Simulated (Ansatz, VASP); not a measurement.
**CdS: VASP beside Ansatz**

Contents of INCAR:

```
SYSTEM = CdS
PREC = Accurate ; ENCUT = 630
EDIFF = 1E-6 ; ISMEAR = -1
SIGMA = 0.05 ; LREAL = .False.
LASPH = .True. ; NELM = 120
ALGO = Normal ; ISIF = 2
LWAVE = .False. ; LCHARG = .False.
GGA = B5 ; ALDAX = 1.0
AGGAX = 1.0 ; AGGAC = 1.0
ALDAC = 0.0 ; IVDW = 13
VDW_S6 = 1.0 ; VDW_S8 = 2.34076671
VDW_A1 = 0.44488865 ; VDW_A2 = 4.0933009
NBANDS = 20 ; GGA_COMPAT = .False.
```

File KPOINTS:

```
regular mesh
0
Gamma
  8 8 8
  0 0 0
```

File POSCAR:

```
CdS
1.0
    0.0000000000      2.8770830059      2.8770830059
    2.8770830059      0.0000000000      2.8770830059
    2.8770830059      2.8770830059      0.0000000000
Cd S
1 1
Direct
    0.0000000000      0.0000000000      0.0000000000
    0.7500000000      0.7500000000      0.7500000000
```

File input.yaml:

```yaml
crystal:
  lattice:
    - [0.0, 2.8770830059, 2.8770830059]
    - [2.8770830059, 0.0, 2.8770830059]
    - [2.8770830059, 2.8770830059, 0.0]
  atoms:
    - { symbol: Cd, position: [0.0, 0.0, 0.0] }
    - { symbol: S, position: [0.75, 0.75, 0.75] }
hamiltonian:
  xc: blyp
  pseudopotentials: { kind: paw }
  dispersion: d4
kpoints:
  mp_grid: { grid: [8, 8, 8] }
scf:
  occupations: { method: fermi_dirac, width: 0.05 }
output:
  forces: true
  stress: true
  eigenvalues: true
  write_density: true
  write_potential: true
  elf: true
  volumetric_format: npy
```

Alike in both runs: task single point; functional BLYP; dispersion D4; k mesh 8 × 8 × 8; occupations fermi-dirac, width 0.05 eV; no spin polarisation.

|  | VASP | Ansatz |
| --- | --- | --- |
| version | VASP 6.6.1 | Ansatz 0.2.0 |
| potentials or method | VASP PAW PBE potentials, release 64 (Cd_sv_GW, S) | Ansatz PAW |
| plane-wave cutoff (eV) | 630 | 420 |
| valence electrons in the cell | 26 | 26 |

Ansatz gave:

```
gap on the k mesh at the Fermi level (eV) : 1.19
least direct gap on the mesh (eV)         : 1.19
pressure (GPa)                            : 4.6
```

Question: Estimate VASP's values.

Answer: gap on the k mesh at the Fermi level (eV): 1.21; least direct gap on the mesh (eV): 1.21; pressure (GPa): 4.6.

VASP's potentials were made for PBE, not for BLYP.
